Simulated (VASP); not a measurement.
# MgO (Fm-3m) in VASP: further runs, part 2 of 2

VASP 6.6.1. The steps go on from the part before.

### Step 5. Single point, r2SCAN

This run uses another cell than the first one, of 8.38 Å³/atom, 1.064 times its volume.

Contents of POSCAR:

```
MgO
1.0
    0.0000000000      2.0313250000      2.0313250000
    2.0313250000      0.0000000000      2.0313250000
    2.0313250000      2.0313250000      0.0000000000
Mg O
1 1
Direct
    0.0000000000      0.0000000000      0.0000000000
    0.5000000000      0.5000000000      0.5000000000
```

Contents of INCAR.step1:

```
ALGO     = Normal         # electronic algorithm
EDIFF    = 1E-5           # SCF threshold, eV
ENCUT    = 660            # plane-wave cutoff, eV
GGA      = PE             # functional
GGA_COMPAT= F            
ISMEAR   = 0              # smearing method
LASPH    = T              # aspherical terms in the spheres
LCHARG   = F              # write CHGCAR
LREAL    = F              # projectors in reciprocal space
LWAVE    = T              # write WAVECAR
NBANDS   = 11             # bands
NELM     = 120            # most SCF steps
PREC     = Accurate       # precision mode
SIGMA    = 0.01           # smearing width, eV
```

Contents of INCAR.step2:

```
ALGO     = Normal         # electronic algorithm
EDIFF    = 1E-6           # SCF threshold, eV
ENCUT    = 660            # plane-wave cutoff, eV
GGA_COMPAT= F            
ISIF     = 2              # what is computed and relaxed
ISMEAR   = 0              # smearing method
ISTART   = 1            
LASPH    = T              # aspherical terms in the spheres
LCHARG   = F              # write CHGCAR
LMIXTAU  = T            
LREAL    = F              # projectors in reciprocal space
LWAVE    = F              # write WAVECAR
METAGGA  = R2SCAN         # meta-GGA
NBANDS   = 11             # bands
NELM     = 120            # most SCF steps
PREC     = Accurate       # precision mode
SIGMA    = 0.01           # smearing width, eV
```

Contents of KPOINTS:

```
k-points
0
Gamma
  4 4 4
```

Potentials or basis: VASP PAW PBE potentials, release 64 (Mg, O).

Launch:

```bash
cat potpaw_PBE.64/Mg/POTCAR potpaw_PBE.64/O/POTCAR > POTCAR
cp INCAR.step1 INCAR
mpirun -np 1 vasp_std > vasp.out
cp INCAR.step2 INCAR
mpirun -np 1 vasp_std > vasp.out
```

OUTCAR:

```text
EDIFF = 1E-6
   ENCUT = 660
   ISIF = 2
   ISMEAR = 0
   ISTART = 1
   LASPH = T
   LREAL = F
   METAGGA = R2SCAN
   NELM = 120
   PREC = Accurate

 ion  position               nearest neighbor table
   1  0.000  0.000  0.000-   2 2.03   2 2.03   2 2.03   2 2.03   2 2.03   2 2.03
   2  0.500  0.500  0.500-   1 2.03   1 2.03   1 2.03   1 2.03   1 2.03   1 2.03

  LATTYP: Found a face centered cubic cell.
 ALAT       =     4.0626500000

  Lattice vectors:

 A1 = (   0.0000000000,   2.0313250000,   2.0313250000)
 A2 = (   2.0313250000,   0.0000000000,   2.0313250000)
 A3 = (   2.0313250000,   2.0313250000,   0.0000000000)

Analysis of symmetry for initial positions (statically):
=====================================================================
 Subroutine PRICEL returns:
 Original cell was already a primitive cell.

 Routine SETGRP: Setting up the symmetry group for a
 face centered cubic supercell.

 Subroutine GETGRP returns: Found 48 space group operations
 (whereof 48 operations were pure point group operations)
 out of a pool of 48 trial point group operations.

The static configuration has the point symmetry O_h .

[... 153 lines left out ...]
      2       3.6303      2.00000
      3       3.6303      2.00000
      4       3.6303      2.00000
      5      10.4067      0.00000
      6      21.0935      0.00000
      7      21.0935      0.00000
      8      21.0935      0.00000
      9      25.5644      0.00000
     10      27.4511      0.00000
     11      27.4511      0.00000
[... 85 lines left out ...]
 k-point     8 :      -0.2500    0.5000    0.2500
  band No.  band energies     occupation
      1     -13.2662      2.00000
      2       0.3035      2.00000
      3       0.3035      2.00000
      4       1.6379      2.00000
      5      17.1020      0.00000
      6      17.1020      0.00000
      7      18.3960      0.00000
      8      21.8435      0.00000
      9      28.5595      0.00000
     10      28.5595      0.00000
     11      33.2980      0.00000

------------------------ aborting loop because EDIFF is reached ----------------------------------------

  FORCE on cell =-STRESS in cart. coord.  units (eV):
  Direction    XX          YY          ZZ          XY          YZ          ZX
  --------------------------------------------------------------------------------------
  -------------------------------------------------------------------------------------
  Total        2.0713233      2.0713233      2.0713233     -0.0000000     -0.0000000      0.0000000
  in kB      197.9658277    197.9658277    197.9658277     -0.0000000     -0.0000000      0.0000000
  external PRESSURE =     197.9658277 kB  Pullay stress =       0.0000000 kB

 VOLUME and BASIS-vectors are now :
 -----------------------------------------------------------------------------
  energy-cutoff  :      660.00
  volume of cell :       16.76
      direct lattice vectors                 reciprocal lattice vectors
     0.000000000  2.031325000  2.031325000    -0.246144758  0.246144758  0.246144758
     2.031325000  0.000000000  2.031325000     0.246144758 -0.246144758  0.246144758
     2.031325000  2.031325000  0.000000000     0.246144758  0.246144758 -0.246144758

 POSITION                                       TOTAL-FORCE (eV/Angst)
 -----------------------------------------------------------------------------------
      0.00000      0.00000      0.00000         0.000000      0.000000      0.000000
      2.03132      2.03132      2.03132        -0.000000     -0.000000     -0.000000
 -----------------------------------------------------------------------------------
    total drift:                               -0.000000     -0.000000      0.000000

  FREE ENERGIE OF THE ION-ELECTRON SYSTEM (eV)
  ---------------------------------------------------
  free  energy   TOTEN  =       -16.0571396269 eV

  energy  without entropy=      -16.0571396269  energy(sigma->0) =      -16.05713963
```

OUTCAR.step1:

```text
EDIFF = 1E-5
   ENCUT = 660
   GGA = PE
   ISMEAR = 0
   LASPH = T
[... 313 lines left out ...]
 -----------------------------------------------------------------------------------
      0.00000      0.00000      0.00000         0.000000      0.000000      0.000000
      2.03132      2.03132      2.03132        -0.000000     -0.000000      0.000000
 -----------------------------------------------------------------------------------
    total drift:                               -0.000000     -0.000000      0.000000

  FREE ENERGIE OF THE ION-ELECTRON SYSTEM (eV)
  ---------------------------------------------------
  free  energy   TOTEN  =       -11.7249469142 eV

  energy  without entropy=      -11.7249469142  energy(sigma->0) =      -11.72494691
```

Wall time 13 s (1 thread of Intel Xeon Platinum 8488C (Sapphire Rapids), shared host); peak memory 0.14 GiB.

Results:

```yaml
Free_energy: -16.0571 eV
Pressure: 19.8 GPa
Band_gap_on_the_k_mesh: 6.78 eV, direct
```

Caveat: the k points lie up to 0.67 Å⁻¹ apart; the PAW data sets were made with another functional, which shifts forces and pressure a little.

### Step 6. The runs side by side

| level | cell | cutoff (eV) | gap on the mesh (eV) | pressure (GPa) |
| --- | --- | --- | --- | --- |
| PBE | a = 2.814 Å, angles 60.0°, 2 atoms | 600 | 6.56 | 44.2 |
| PBE | a = 2.929 Å, angles 60.0°, 2 atoms | 600 | 5.22 | 13.1 |
| r2SCAN | a = 2.873 Å, angles 60.0°, 2 atoms | 660 | 6.78 | 19.8 |

Alike in all rows: task single point; potentials or basis VASP PAW PBE potentials, release 64 (Mg, O); no spin polarisation; k mesh 4 × 4 × 4; smearing gaussian 0.01 eV.

Caveats: all runs use coarse meshes; the PAW data sets were made with another functional, which shifts forces and pressure a little (some runs).

Total energies depend on the potentials used, so only differences within one code and one set of settings carry meaning.
